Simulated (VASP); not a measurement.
# Ta5W3 in VASP: single point with PBE

Aim: the single point of Ta5W3 with PBE.

Everything below comes from runs of VASP 6.6.1. Logs are shortened: lines on timing, memory, paths and dates and some standing lists are left out, and cuts for length are marked.

## Step 1: The cell of the first run

The typed cell holds 16 atoms: a = 6.512 Å, b = 6.554 Å, c = 6.513 Å, α = 89.87°, β = 89.96°, γ = 89.87°.

## Step 2: Single point, PBE

File INCAR:

```
SYSTEM = Ta5W3
PREC = Accurate
ENCUT = 520
EDIFF = 1E-6
ISMEAR = 0
SIGMA = 0.1
LREAL = Auto
LASPH = .TRUE.
NELM = 100
ALGO = Fast
ISIF = 2
LWAVE = .FALSE.
LCHARG = .FALSE.
GGA = PE
NBANDS = 111
LUSENCCL = .FALSE.
```

File KPOINTS:

```
regular mesh
0
G
  5 5 5
  0 0 0
```

File POSCAR:

```
Ta5W3
1.0
    6.5116600000      0.0072280000      0.0023740000
    0.0070900000      6.5542890000      0.0076510000
    0.0023250000      0.0075310000      6.5125240000
Ta W
10 6
Direct
    0.0019446310      0.9948334051      0.0027843351
    0.4981027527      0.9959295113      0.0025118568
    0.0016843988      0.9959342067      0.4989253893
    0.2471444644      0.2572587937      0.2479522322
    0.4977880864      0.9962186616      0.4986257514
    0.7509863074      0.2561623747      0.2482247512
    0.2474049014      0.2561582167      0.7518112847
    0.4971437499      0.5078405961      0.4979551926
    0.7513007815      0.2558736389      0.7521107831
    0.7519455865      0.7442515131      0.7527812108
    0.0010645150      0.5051655212      0.0018859685
    0.4976256520      0.5060653226      0.0015450770
    0.0007257597      0.5060700837      0.4984512052
    0.2480247737      0.7469267786      0.2488505060
    0.7514634474      0.7460270981      0.2491916623
    0.2483637312      0.7460220318      0.7522855303
```

Potentials or basis: VASP PAW PBE potentials, release 64 (Ta_pv, W_sv).

On the command line:

```sh
$ cat potpaw_PBE.64/Ta_pv/POTCAR potpaw_PBE.64/W_sv/POTCAR > POTCAR
$ mpirun -np 1 vasp_std > vasp.out
```

OUTCAR:

```text
SYSTEM = Ta5W3
   PREC = Accurate
   ENCUT = 520
   EDIFF = 1E-6
   ISMEAR = 0
   LREAL = Auto
   LASPH = .TRUE.
   NELM = 100
   ISIF = 2
   GGA = PE

 ion  position               nearest neighbor table
   1  0.002  0.995  0.003-  14 2.78  15 2.81  16 2.81  10 2.83   4 2.84   7 2.86   6 2.86   9 2.87
                            11 3.21   2 3.23   3 3.23   2 3.28   3 3.28  11 3.34
   2  0.498  0.996  0.003-  14 2.81  15 2.82  16 2.83  10 2.85   4 2.86   6 2.87   7 2.87   9 2.88
                            12 3.21   1 3.23   5 3.23   1 3.28   5 3.28  12 3.34
   3  0.002  0.996  0.499-  14 2.81  16 2.82  15 2.83  10 2.85   4 2.86   7 2.87   6 2.87   9 2.88
                            13 3.21   5 3.23   1 3.23   5 3.28   1 3.28  13 3.34
   4  0.247  0.257  0.248-  11 2.78  12 2.81  13 2.81   8 2.83   1 2.84   3 2.86   2 2.86   5 2.87
                            14 3.21   6 3.23   7 3.23   6 3.28   7 3.28  14 3.34
   5  0.498  0.996  0.499-  14 2.83  16 2.84  15 2.84  10 2.86   4 2.87   6 2.88   7 2.88   9 2.89
                             8 3.20   3 3.23   2 3.23   3 3.28   2 3.28   8 3.35
   6  0.751  0.256  0.248-  11 2.81  12 2.82  13 2.83   8 2.85   1 2.86   2 2.87   3 2.87   5 2.88
                            15 3.21   4 3.23   9 3.23   4 3.28   9 3.28  15 3.34
   7  0.247  0.256  0.752-  11 2.81  13 2.82  12 2.83   8 2.85   1 2.86   3 2.87   2 2.87   5 2.88
                            16 3.21   9 3.23   4 3.23   9 3.28   4 3.28  16 3.34
   8  0.497  0.508  0.498-  14 2.77  15 2.79  16 2.79  10 2.82   4 2.83   7 2.85   6 2.85   9 2.86
                             5 3.20  13 3.23  12 3.23  13 3.28  12 3.28   5 3.35
   9  0.751  0.256  0.752-  11 2.83  13 2.84  12 2.84   8 2.86   1 2.87   2 2.88   3 2.88   5 2.89
                            10 3.20   7 3.23   6 3.23   7 3.28   6 3.28  10 3.35
  10  0.752  0.744  0.753-  11 2.77  12 2.79  13 2.79   8 2.82   1 2.83   3 2.85   2 2.85   5 2.86
                             9 3.20  16 3.23  15 3.23  16 3.28  15 3.28   9 3.35
  11  0.001  0.505  0.002-  10 2.77  14 2.78  16 2.78  15 2.78   4 2.78   6 2.81   7 2.81   9 2.83
                             1 3.21  12 3.23  13 3.23  12 3.28  13 3.28   1 3.34
  12  0.498  0.506  0.002-  16 2.78  14 2.78  10 2.79  15 2.80   4 2.81   6 2.82   7 2.83   9 2.84
                             2 3.21   8 3.23  11 3.23  11 3.28   8 3.28   2 3.34
  13  0.001  0.506  0.498-  14 2.78  15 2.78  10 2.79  16 2.80   4 2.81   7 2.82   6 2.83   9 2.84
                             3 3.21   8 3.23  11 3.23  11 3.28   8 3.28   3 3.34
  14  0.248  0.747  0.249-   8 2.77  11 2.78  13 2.78  12 2.78   1 2.78   2 2.81   3 2.81   5 2.83
                             4 3.21  15 3.23  16 3.23  15 3.28  16 3.28   4 3.34
  15  0.751  0.746  0.249-  13 2.78  11 2.78   8 2.79  12 2.80   1 2.81   2 2.82   3 2.83   5 2.84
                             6 3.21  10 3.23  14 3.23  14 3.28  10 3.28   6 3.34
  16  0.248  0.746  0.752-  11 2.78  12 2.78   8 2.79  13 2.80   1 2.81   3 2.82   2 2.83   5 2.84
                             7 3.21  10 3.23  14 3.23  14 3.28  10 3.28   7 3.34

  LATTYP: Found a triclinic cell.
 ALAT       =     6.5125287694
 B/A-ratio  =     1.4136085198
 C/A-ratio  =     1.0064135657
 COS(alpha) =     0.0000935354
 COS(beta)  =     0.0023240961
 COS(gamma) =     0.7068981391

  Lattice vectors:

 A1 = (  -0.0023250000,  -0.0075310000,  -6.5125240000)
 A2 = (   6.5093350000,  -0.0003030000,  -6.5101500000)
 A3 = (  -0.0070900000,  -6.5542890000,  -0.0076510000)

Analysis of symmetry for initial positions (statically):
=====================================================================
 Subroutine PRICEL returns:
 Original cell was already a primitive cell.

 Routine SETGRP: Setting up the symmetry group for a
 triclinic supercell.

 Subroutine GETGRP returns: Found  2 space group operations
 (whereof  1 operations were pure point group operations)
 out of a pool of  2 trial point group operations.

The static configuration has the point symmetry C_1 .
 The point group associated with its full space group is S_2 .

Analysis of symmetry for dynamics (positions and initial velocities):
=====================================================================
 Subroutine PRICEL returns:
 Original cell was already a primitive cell.

 Routine SETGRP: Setting up the symmetry group for a
 triclinic supercell.

 Subroutine GETGRP returns: Found  2 space group operations
 (whereof  1 operations were pure point group operations)
 out of a pool of  2 trial point group operations.

The dynamic configuration has the point symmetry C_1 .
 The point group associated with its full space group is S_2 .

 Subroutine INISYM returns: Found  2 space group operations
 (whereof  1 operations are pure point group operations),
 and found     1 'primitive' translations

----------------------------------------------------------------------------------------

[... 65 lines left out ...]
     0.030714195  0.030514487  0.030710128

  Shift w.r.t. Gamma in fractional coordinates (k-lattice)
     0.000000000  0.000000000  0.000000000

 Subroutine IBZKPT returns following result:
 ===========================================

 Found     63 irreducible k-points:

 Following reciprocal coordinates:
            Coordinates               Weight
  0.000000  0.000000  0.000000      1.000000
  0.200000  0.000000  0.000000      2.000000
  0.400000  0.000000  0.000000      2.000000
  0.000000  0.200000  0.000000      2.000000
  0.200000  0.200000  0.000000      2.000000
  0.400000  0.200000  0.000000      2.000000
[... 16 lines left out ...]
 -0.200000  0.200000  0.200000      2.000000
  0.000000  0.400000  0.200000      2.000000
 [... further k-points ...]
   k-points           NKPTS =     63   k-points in BZ     NKDIM =     63   number of bands    NBANDS=    111
   number of dos      NEDOS =    301   number of ions     NIONS =     16
   total plane-waves  NPLWV = 115200
   dimension x,y,z NGX =    48 NGY =   50 NGZ =   48
   dimension x,y,z NGXF=    96 NGYF=  100 NGZF=   96
   ions per type =              10   6
   NGX,Y,Z   is equivalent  to a cutoff of  12.25, 12.68, 12.25 a.u.
   NGXF,Y,Z  is equivalent  to a cutoff of  24.51, 25.36, 24.51 a.u.
 SYSTEM =  Ta5W3
   PREC   = accura    normal or accurate (medium, high low for compatibility)
   ISTART =      0    job   : 0-new  1-cont  2-samecut
   ICHARG =      2    charge: 1-file 2-atom 10-const
   ISPIN  =      1    spin polarized calculation?
   LNONCOLLINEAR =      F non collinear calculations
   LSORBIT =      F    spin-orbit coupling
   LASPH  =      T    aspherical Exc in radial PAW
   ENCUT  =  520.0 eV  38.22 Ry    6.18 a.u.  12.11 12.19 12.11*2*pi/ulx,y,z
   NELM   =    100;   NELMIN=  2; NELMDL= -5     # of ELM steps
   EDIFF  = 0.1E-05   stopping-criterion for ELM
   LREAL  =      T    real-space projection
   EDIFFG = 0.1E-04   stopping-criterion for IOM
   NSW    =      0    number of steps for IOM
   IBRION =     -1    ionic relax: 0-MD 1-quasi-New 2-CG
   NFREE  =      0    steps in history (QN), initial steepest desc. (CG)
   ISIF   =      2    stress and relaxation
   ISYM   =      2    0-nonsym 1-usesym 2-fastsym
   POTIM  = 0.5000    time-step for ionic-motion
   TEBEG  =    0.0;   TEEND  =   0.0 temperature during run
   PSTRESS=    0.0 pullay stress
   NELECT =     194.0000    total number of electrons
   NUPDOWN=      -1.0000    fix difference up-down
   EMIN   =  10.00;   EMAX   =-10.00  energy-range for DOS
   EFERMI =   0.00;   METHOD = LEGACY
   ISMEAR =     0;   SIGMA  =   0.10  broadening in eV -4-tet -1-fermi 0-gaus
   EFERMI_NEDOS =   21; number of points for ismear=-14 and -15
   IALGO  =     68    algorithm
   IMIX   =      4    mixing-type and parameters
     AMIX     =   0.40;   BMIX     =  1.00
     AMIX_MAG =   1.60;   BMIX_MAG =  1.00
  volume/ion in A,a.u.               =      17.37       117.23
  Fermi-wavevector in a.u.,A,eV,Ry     =   1.452179  2.744221 28.692303  2.108825
  Thomas-Fermi vector in A             =   2.569591
   LORBIT       =      0    0 simple, 1 ext, 2 COOP (PROOUT), +10 PAW based schemes
   GGA     = PE    functional components
   LHFCALC =     F    Hartree Fock is set to
   AEXX    =    0.0000 exact exchange contribution
   IVDW    =     0    specifies the selected vdW correction
   LEPSILON=     F    determine dielectric tensor
   LRPA    =     F    only Hartree local field effects (RPA)
 non-spin polarized calculation
 RMM-DIIS sequential band-by-band and
 Gauss-broadening in eV      SIGMA  =   0.10
  energy-cutoff  :      520.00
  volume of cell :      277.95
 maximum number of plane-waves:      7502
   NGX = 25   NGY = 25   NGZ = 25

 number of electron     194.0000018 magnetization

 Free energy of the ion-electron system (eV)
  ---------------------------------------------------
  ext. energy  EPLUGINS =         0.00000000
  ---------------------------------------------------
  free energy    TOTEN  =      -196.81383373 eV

  energy without entropy =     -196.73178096  energy(sigma->0) =     -196.77280735

 E-fermi :   7.1852     XC(G=0): -12.9207

 val. band max:        7.1820289856   @ k =   0.0000   0.2000   0.0000
 cond. band min:       7.1859911737   @ k =   0.4000   0.4000   0.2000
 fundamental gap:      0.0039621881
 Fermi energy:         7.1852171803

 k-point     1 :       0.0000    0.0000    0.0000
  band No.  band energies     occupation
      1     -66.1670      2.00000
      2     -66.1347      2.00000
      3     -66.1326      2.00000
      4     -66.1182      2.00000
      5     -66.1112      2.00000
      6     -66.0884      2.00000
[... 2677 lines left out ...]
    108       9.3030      0.00000
    109       9.3360      0.00000

 [... further k-points ...]

 [bands above 109 left out]

------------------------ aborting loop because EDIFF is reached ----------------------------------------

  FORCE on cell =-STRESS in cart. coord.  units (eV):
  Direction    XX          YY          ZZ          XY          YZ          ZX
  --------------------------------------------------------------------------------------
  -------------------------------------------------------------------------------------
  Total       -1.1665635      0.1554436     -1.1897572     -0.0310628     -0.0468536      0.0618711
  in kB       -6.7243992      0.8960206     -6.8580944     -0.1790546     -0.2700776      0.3566422
  external PRESSURE =      -4.2288243 kB  Pullay stress =       0.0000000 kB

 VOLUME and BASIS-vectors are now :
 -----------------------------------------------------------------------------
  energy-cutoff  :      520.00
  volume of cell :      277.95
      direct lattice vectors                 reciprocal lattice vectors
     6.511660000  0.007228000  0.002374000     0.153570876 -0.000166059 -0.000054633
     0.007090000  6.554289000  0.007651000    -0.000169292  0.152572239 -0.000176372
     0.002325000  0.007531000  6.512524000    -0.000055782 -0.000179183  0.153550525

 POSITION                                       TOTAL-FORCE (eV/Angst)
 -----------------------------------------------------------------------------------
      0.01972      6.52046      0.02575        -0.001889     -0.025313     -0.001842
      3.25054      6.53123      0.02516         0.008288     -0.009897     -0.014165
      0.01919      6.53141      3.25689        -0.014351     -0.009624      0.008145
      1.61172      1.68980      1.61735         0.001889      0.025313      0.001842
      3.24965      6.53686      3.25612         0.013076     -0.018920      0.011829
      4.89256      1.68626      1.62031        -0.008288      0.009897      0.014165
[... 8 lines left out ...]
      4.89914      4.89699      1.63036        -0.022282     -0.047891     -0.000166
      1.62430      4.89710      4.90558         0.000117     -0.048228     -0.021398
 -----------------------------------------------------------------------------------
    total drift:                                0.006695     -0.004177      0.003125

  FREE ENERGIE OF THE ION-ELECTRON SYSTEM (eV)
  ---------------------------------------------------
  free  energy   TOTEN  =      -196.8138337306 eV

  energy  without entropy=     -196.7317809612  energy(sigma->0) =     -196.77280735
```

It took 11 min on 1 × NVIDIA H100 80GB with 1 thread of AMD EPYC 7R13 (Zen 3), shared host; peak memory 2.2 GiB.

What came out:

| Quantity | Value |
| --- | --- |
| Free energy | -196.8138 eV |
| Pressure | -0.4 GPa |
| Largest force | 0.061 eV/Å |
| Band gap on the k mesh | zero (bands 97 and 98 overlap by 1.89 eV) |

Forces on the atoms (eV/Å):
```
Ta  -0.002 -0.025 -0.002
Ta   0.008 -0.010 -0.014
Ta  -0.014 -0.010  0.008
Ta   0.002  0.025  0.002
Ta   0.013 -0.019  0.012
Ta  -0.008  0.010  0.014
Ta   0.014  0.010 -0.008
Ta   0.028  0.045  0.028
Ta  -0.013  0.019 -0.012
Ta  -0.028 -0.045 -0.028
W   -0.005  0.033 -0.006
W    0.022  0.048  0.000
W    0.000  0.048  0.021
W    0.005 -0.033  0.006
W   -0.022 -0.048  0.000
W    0.000 -0.048 -0.021
```

Stress tensor (GPa, compression positive):
```
-0.67 -0.02  0.04
-0.02  0.09 -0.03
 0.04 -0.03 -0.69
```

Caveat: spin-orbit coupling is left out, which moves the levels of the heavy elements.
